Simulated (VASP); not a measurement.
# PbS (F-43m) in VASP: notebook

Aim: see how the results for PbS move with the level of theory and the settings. Levels: r2SCAN, r2SCAN+D3(BJ). Tasks: single point.

All numbers are computed with VASP 6.6.1; they aren't measurements. Logs are shortened: lines on timing, memory, paths and dates and some standing lists are left out, and cuts for length are marked.

### Step 1. The cell of the first run

Symmetry: F-43m, No. 216, cubic system. The conventional cell has a = 6.512 Å, b = 6.512 Å, c = 6.512 Å, α = 90.00°, β = 90.00°, γ = 90.00°. Within 3.7 Å of Pb (site symmetry -43m) lie 4 S at 2.82 Å. S (site symmetry -43m) has 4 Pb at 2.82 Å within 3.7 Å.

### Step 2. Single point, r2SCAN (volume scaled by 0.960)

The input, POSCAR:

```
PbS
1.0
    0.0000000000      3.2561955784      3.2561955784
    3.2561955784      0.0000000000      3.2561955784
    3.2561955784      3.2561955784      0.0000000000
Pb S
1 1
Direct
    0.0000000000      0.0000000000      0.0000000000
    0.2500000000      0.2500000000      0.2500000000
```

The input, INCAR.step1:

```
SYSTEM = PbS
  ALGO = Normal
  EDIFF = 1E-4
  ENCUT = 520
  GGA = PE
  ISMEAR = 0
  LASPH = .TRUE.
  LCHARG = .FALSE.
  LREAL = .FALSE.
  LWAVE = .TRUE.
  NBANDS = 17
  NELM = 60
  PREC = Accurate
  SIGMA = 0.05
```

The input, INCAR.step2:

```
SYSTEM = PbS
  ALGO = Normal
  EDIFF = 1E-6
  ENCUT = 520
  ISIF = 2
  ISMEAR = 0
  ISTART = 1
  LASPH = .TRUE.
  LCHARG = .TRUE.
  LELF = .TRUE.
  LMIXTAU = .TRUE.
  LREAL = .FALSE.
  LVHAR = .TRUE.
  LWAVE = .FALSE.
  METAGGA = R2SCAN
  NBANDS = 17
  NELM = 60
  PREC = Accurate
  SIGMA = 0.05
```

The input, KPOINTS:

```
k-points
0
G
  6 6 6
  0 0 0
```

Potentials or basis: VASP PAW PBE potentials, release 64 (Pb_d, S).

Started as:

```sh
cat potpaw_PBE.64/Pb_d/POTCAR potpaw_PBE.64/S/POTCAR > POTCAR
cp INCAR.step1 INCAR
mpirun -np 1 vasp_std > vasp.out
cp INCAR.step2 INCAR
mpirun -np 1 vasp_std > vasp.out
```

OUTCAR:

```text
SYSTEM = PbS
   EDIFF = 1E-6
   ENCUT = 520
   ISIF = 2
   ISMEAR = 0
   ISTART = 1
   LASPH = .TRUE.
   LREAL = .FALSE.
   METAGGA = R2SCAN
   NELM = 60
   PREC = Accurate

 ion  position               nearest neighbor table
   1  0.000  0.000  0.000-   2 2.82   2 2.82   2 2.82   2 2.82
   2  0.250  0.250  0.250-   1 2.82   1 2.82   1 2.82   1 2.82

  LATTYP: Found a face centered cubic cell.
 ALAT       =     6.5123911568

  Lattice vectors:

 A1 = (   0.0000000000,   3.2561955784,   3.2561955784)
 A2 = (   3.2561955784,   0.0000000000,   3.2561955784)
 A3 = (   3.2561955784,   3.2561955784,   0.0000000000)

Analysis of symmetry for initial positions (statically):
=====================================================================
 Subroutine PRICEL returns:
 Original cell was already a primitive cell.

 Routine SETGRP: Setting up the symmetry group for a
 face centered cubic supercell.

 Subroutine GETGRP returns: Found 24 space group operations
 (whereof 24 operations were pure point group operations)
 out of a pool of 48 trial point group operations.

The static configuration has the point symmetry T_d .

Analysis of symmetry for dynamics (positions and initial velocities):
=====================================================================
 Subroutine PRICEL returns:
 Original cell was already a primitive cell.

 Routine SETGRP: Setting up the symmetry group for a
 face centered cubic supercell.

 Subroutine GETGRP returns: Found 24 space group operations
 (whereof 24 operations were pure point group operations)
 out of a pool of 48 trial point group operations.

The dynamic configuration has the point symmetry T_d .

 Subroutine INISYM returns: Found 24 space group operations
 (whereof 24 operations are pure point group operations),
 and found     1 'primitive' translations

----------------------------------------------------------------------------------------

                                     Primitive cell

  volume of cell :      69.0496

  direct lattice vectors                    reciprocal lattice vectors
     0.000000000  3.256195578  3.256195578    -0.153553430  0.153553430  0.153553430
     3.256195578  0.000000000  3.256195578     0.153553430 -0.153553430  0.153553430
     3.256195578  3.256195578  0.000000000     0.153553430  0.153553430 -0.153553430

  length of vectors
     4.604955949  4.604955949  4.604955949     0.265962343  0.265962343  0.265962343

  position of ions in fractional coordinates (direct lattice)
     0.000000000  0.000000000  0.000000000
     0.250000000  0.250000000  0.250000000

  ion indices of the primitive-cell ions
   primitive index   ion index
                 1           1
                 2           2

----------------------------------------------------------------------------------------

 KPOINTS: k-points

Automatic generation of k-mesh.
 Grid dimensions read from file:
 generate k-points for:    6    6    6

 Generating k-lattice:

  Cartesian coordinates                     Fractional coordinates (reciprocal lattice)
    -0.025592238  0.025592238  0.025592238     0.166666667  0.000000000  0.000000000
     0.025592238 -0.025592238  0.025592238     0.000000000  0.166666667  0.000000000
     0.025592238  0.025592238 -0.025592238     0.000000000  0.000000000  0.166666667

  Length of vectors
     0.044327057  0.044327057  0.044327057

  Shift w.r.t. Gamma in fractional coordinates (k-lattice)
     0.000000000  0.000000000  0.000000000

 Subroutine IBZKPT returns following result:
 ===========================================

 Found     16 irreducible k-points:

 Following reciprocal coordinates:
            Coordinates               Weight
  0.000000  0.000000  0.000000      1.000000
  0.166667  0.000000  0.000000      8.000000
  0.333333  0.000000  0.000000      8.000000
  0.500000  0.000000  0.000000      4.000000
  0.166667  0.166667  0.000000      6.000000
  0.333333  0.166667  0.000000     24.000000
[... 8 lines left out ...]
 -0.333333  0.333333  0.166667     24.000000
 -0.333333  0.500000  0.166667     12.000000
   k-points           NKPTS =     16   k-points in BZ     NKDIM =     16   number of bands    NBANDS=     17
   number of dos      NEDOS =    301   number of ions     NIONS =      2
   total plane-waves  NPLWV =  46656
   dimension x,y,z NGX =    36 NGY =   36 NGZ =   36
   dimension x,y,z NGXF=    72 NGYF=   72 NGZF=   72
   ions per type =               1   1
   NGX,Y,Z   is equivalent  to a cutoff of  13.00, 13.00, 13.00 a.u.
   NGXF,Y,Z  is equivalent  to a cutoff of  25.99, 25.99, 25.99 a.u.
 SYSTEM =  PbS
   PREC   = accura    normal or accurate (medium, high low for compatibility)
   ISTART =      1    job   : 0-new  1-cont  2-samecut
   ICHARG =      0    charge: 1-file 2-atom 10-const
   ISPIN  =      1    spin polarized calculation?
   LNONCOLLINEAR =      F non collinear calculations
   LSORBIT =      F    spin-orbit coupling
   LASPH  =      T    aspherical Exc in radial PAW
   ENCUT  =  520.0 eV  38.22 Ry    6.18 a.u.   8.56  8.56  8.56*2*pi/ulx,y,z
   NELM   =     60;   NELMIN=  2; NELMDL=  0     # of ELM steps
   EDIFF  = 0.1E-05   stopping-criterion for ELM
   LREAL  =      F    real-space projection
   EDIFFG = 0.1E-04   stopping-criterion for IOM
   NSW    =      0    number of steps for IOM
   IBRION =     -1    ionic relax: 0-MD 1-quasi-New 2-CG
   NFREE  =      0    steps in history (QN), initial steepest desc. (CG)
   ISIF   =      2    stress and relaxation
   ISYM   =      2    0-nonsym 1-usesym 2-fastsym
   POTIM  = 0.5000    time-step for ionic-motion
   TEBEG  =    0.0;   TEEND  =   0.0 temperature during run
   PSTRESS=    0.0 pullay stress
   NELECT =      20.0000    total number of electrons
   NUPDOWN=      -1.0000    fix difference up-down
   EMIN   =  10.00;   EMAX   =-10.00  energy-range for DOS
   EFERMI =   0.00;   METHOD = LEGACY
   ISMEAR =     0;   SIGMA  =   0.05  broadening in eV -4-tet -1-fermi 0-gaus
   EFERMI_NEDOS =   21; number of points for ismear=-14 and -15
   IALGO  =     38    algorithm
   IMIX   =      4    mixing-type and parameters
     AMIX     =   0.40;   BMIX     =  1.00
     AMIX_MAG =   1.60;   BMIX_MAG =  1.00
  volume/ion in A,a.u.               =      34.52       232.98
  Fermi-wavevector in a.u.,A,eV,Ry     =   1.083173  2.046899 15.963212  1.173263
  Thomas-Fermi vector in A             =   2.219232
   LORBIT       =      0    0 simple, 1 ext, 2 COOP (PROOUT), +10 PAW based schemes
   METAGGA = R2SCAN    functional components
   LHFCALC =     F    Hartree Fock is set to
   AEXX    =    0.0000 exact exchange contribution
   IVDW    =     0    specifies the selected vdW correction
   LEPSILON=     F    determine dielectric tensor
   LRPA    =     F    only Hartree local field effects (RPA)
 non-spin polarized calculation
 Gauss-broadening in eV      SIGMA  =   0.05
  energy-cutoff  :      520.00
  volume of cell :       69.05
 maximum number of plane-waves:      1874
 NGX is ok and might be reduce to    36
   NGX = 17   NGY = 17   NGZ = 17

 number of electron      20.0000003 magnetization

 Free energy of the ion-electron system (eV)
  ---------------------------------------------------
  ext. energy  EPLUGINS =         0.00000000
  ---------------------------------------------------
  free energy    TOTEN  =       -65.09656822 eV

  energy without entropy =      -65.09656822  energy(sigma->0) =      -65.09656822

 E-fermi :   3.2689     XC(G=0):  -8.6524

 val. band max:        2.9827415973   @ k =  -0.3333   0.5000   0.1667
 cond. band min:       3.9511148108   @ k =   0.5000   0.5000   0.0000
 fundamental gap:      0.9683732135
 Fermi energy:         3.2689163926

 k-point     1 :       0.0000    0.0000    0.0000
  band No.  band energies     occupation
      1     -14.1803      2.00000
      2     -14.1803      2.00000
      3     -14.1803      2.00000
      4     -14.1284      2.00000
      5     -14.1284      2.00000
      6     -10.3919      2.00000
[... 9 lines left out ...]
     16      12.1819      0.00000
     17      13.1256      0.00000

 k-point     2 :       0.1667    0.0000    0.0000
  band No.  band energies     occupation
      1     -14.1919      2.00000
      2     -14.1761      2.00000
      3     -14.1761      2.00000
      4     -14.1280      2.00000
      5     -14.1280      2.00000
      6     -10.2192      2.00000
[... 9 lines left out ...]
     16      11.3901      0.00000
     17      12.3933      0.00000

 k-point     3 :       0.3333    0.0000    0.0000
  band No.  band energies     occupation
      1     -14.2147      2.00000
      2     -14.1692      2.00000
      3     -14.1692      2.00000
      4     -14.1256      2.00000
      5     -14.1256      2.00000
      6      -9.8135      2.00000
[... 9 lines left out ...]
     16      11.5050      0.00000
     17      13.0813      0.00000

 k-point     4 :       0.5000    0.0000    0.0000
  band No.  band energies     occupation
      1     -14.2258      2.00000
      2     -14.1668      2.00000
      3     -14.1668      2.00000
      4     -14.1233      2.00000
      5     -14.1233      2.00000
      6      -9.5649      2.00000
[... 9 lines left out ...]
     16      12.4048      0.00000
     17      12.4048      0.00000
[... 183 lines left out ...]
      1     -14.2338      2.00000
      2     -14.1618      2.00000
      3     -14.1554      2.00000
      4     -14.1326      2.00000
      5     -14.1219      2.00000
      6      -9.5065      2.00000
[... 9 lines left out ...]
     16      12.8186      0.00000
     17      13.7495      0.00000

 k-point    15 :      -0.3333    0.3333    0.1667
  band No.  band energies     occupation
      1     -14.2386      2.00000
      2     -14.1621      2.00000
      3     -14.1516      2.00000
      4     -14.1308      2.00000
      5     -14.1231      2.00000
      6      -9.3200      2.00000
[... 9 lines left out ...]
     16      12.6086      0.00000
     17      13.7334      0.00000

 k-point    16 :      -0.3333    0.5000    0.1667
  band No.  band energies     occupation
      1     -14.2473      2.00000
      2     -14.1562      2.00000
      3     -14.1465      2.00000
      4     -14.1352      2.00000
      5     -14.1206      2.00000
      6      -9.2293      2.00000
[... 9 lines left out ...]
     16      13.3026      0.00000
     17      13.3355      0.00000

------------------------ aborting loop because EDIFF is reached ----------------------------------------

  FORCE on cell =-STRESS in cart. coord.  units (eV):
  Direction    XX          YY          ZZ          XY          YZ          ZX
  --------------------------------------------------------------------------------------
  -------------------------------------------------------------------------------------
  Total        0.7356533      0.7356533      0.7356533     -0.0000000      0.0000000      0.0000000
  in kB       17.0695610     17.0695610     17.0695610     -0.0000000      0.0000000      0.0000000
  external PRESSURE =      17.0695610 kB  Pullay stress =       0.0000000 kB

 VOLUME and BASIS-vectors are now :
 -----------------------------------------------------------------------------
  energy-cutoff  :      520.00
  volume of cell :       69.05
      direct lattice vectors                 reciprocal lattice vectors
     0.000000000  3.256195578  3.256195578    -0.153553430  0.153553430  0.153553430
     3.256195578  0.000000000  3.256195578     0.153553430 -0.153553430  0.153553430
     3.256195578  3.256195578  0.000000000     0.153553430  0.153553430 -0.153553430

 POSITION                                       TOTAL-FORCE (eV/Angst)
 -----------------------------------------------------------------------------------
      0.00000      0.00000      0.00000        -0.000000     -0.000000     -0.000000
      1.62810      1.62810      1.62810         0.000000      0.000000      0.000000
 -----------------------------------------------------------------------------------
    total drift:                                0.000000      0.000000      0.000000

  FREE ENERGIE OF THE ION-ELECTRON SYSTEM (eV)
  ---------------------------------------------------
  free  energy   TOTEN  =       -65.0965682162 eV

  energy  without entropy=      -65.0965682162  energy(sigma->0) =      -65.09656822
```

Run time: 91 s. Hardware: 1 thread of Intel Xeon Platinum 8375C at 2.90GHz (Ice Lake), shared host; peak memory 0.22 GiB.

What came out:

| Quantity | Value |
| --- | --- |
| Free energy | -65.0966 eV |
| Pressure | 1.7 GPa |
| Band gap on the k mesh | 0.97 eV, indirect (least direct gap 1.37 eV) |

Caveat: the PAW data sets were made with another functional, which shifts forces and pressure a little; spin-orbit coupling is left out, which moves the levels of the heavy elements. A k mesh can miss the band edges.

### Step 3. Single point, r2SCAN (volume scaled by 0.980)

The input, POSCAR:

```
PbS
1.0
    0.0000000000      3.2786528093      3.2786528093
    3.2786528093      0.0000000000      3.2786528093
    3.2786528093      3.2786528093      0.0000000000
Pb S
1 1
Direct
    0.0000000000      0.0000000000      0.0000000000
    0.2500000000      0.2500000000      0.2500000000
```

The input, INCAR.step1:

```
PREC = Accurate
ENCUT = 520
ISMEAR = 0
SIGMA = 0.05
LREAL = False
LASPH = True
NELM = 80
NBANDS = 17
GGA = PE
ALGO = Normal
EDIFF = 1E-4
LWAVE = True
LCHARG = False
```

The input, INCAR.step2:

```
PREC = Accurate
ENCUT = 520
EDIFF = 1E-6
ISMEAR = 0
SIGMA = 0.05
LREAL = False
LASPH = True
NELM = 80
ALGO = Normal
ISIF = 2
LWAVE = False
LCHARG = True
METAGGA = R2SCAN
LMIXTAU = True
LELF = True
LVHAR = True
NBANDS = 17
ISTART = 1
```

The input, KPOINTS:

```
Automatic mesh
0
Gamma
  6 6 6
```

Potentials or basis: VASP PAW PBE potentials, release 64 (Pb_d, S).

Started as:

```sh
cat potpaw_PBE.64/Pb_d/POTCAR potpaw_PBE.64/S/POTCAR > POTCAR
cp INCAR.step1 INCAR
mpirun -np 1 vasp_std > vasp.out
cp INCAR.step2 INCAR
mpirun -np 1 vasp_std > vasp.out
```

It took 85 s on 1 thread of Intel Xeon Platinum 8375C at 2.90GHz (Ice Lake), shared host; peak memory 0.22 GiB.

Results (log left out):

* Free energy: -65.1083 eV
* Pressure: 0.8 GPa
* Band gap on the k mesh: 1.02 eV, indirect (least direct gap 1.41 eV)

Levels at points of the mesh, in eV from the valence-band top:
| k point | band 7 | band 8 | band 9 | band 10 | band 11 | band 12 | band 13 | band 14 |
| --- | --- | --- | --- | --- | --- | --- | --- | --- |
| (0.00, 0.00, 0.00) | -5.86 | -1.80 | -1.80 | -1.80 | 2.84 | 2.84 | 2.84 | 5.55 |
| (0.50, 0.00, 0.00) | -7.87 | -2.33 | -2.33 | -1.88 | 3.58 | 3.58 | 3.99 | 7.36 |
| (0.50, 0.50, 0.00) | -8.29 | -3.06 | -3.06 | -0.39 | 1.02 | 5.66 | 5.66 | 6.37 |

Caveat: the PAW data sets were made with another functional, which shifts forces and pressure a little; spin-orbit coupling is left out, which moves the levels of the heavy elements. A k mesh can miss the band edges.

(Continued in part 2 of 2.)
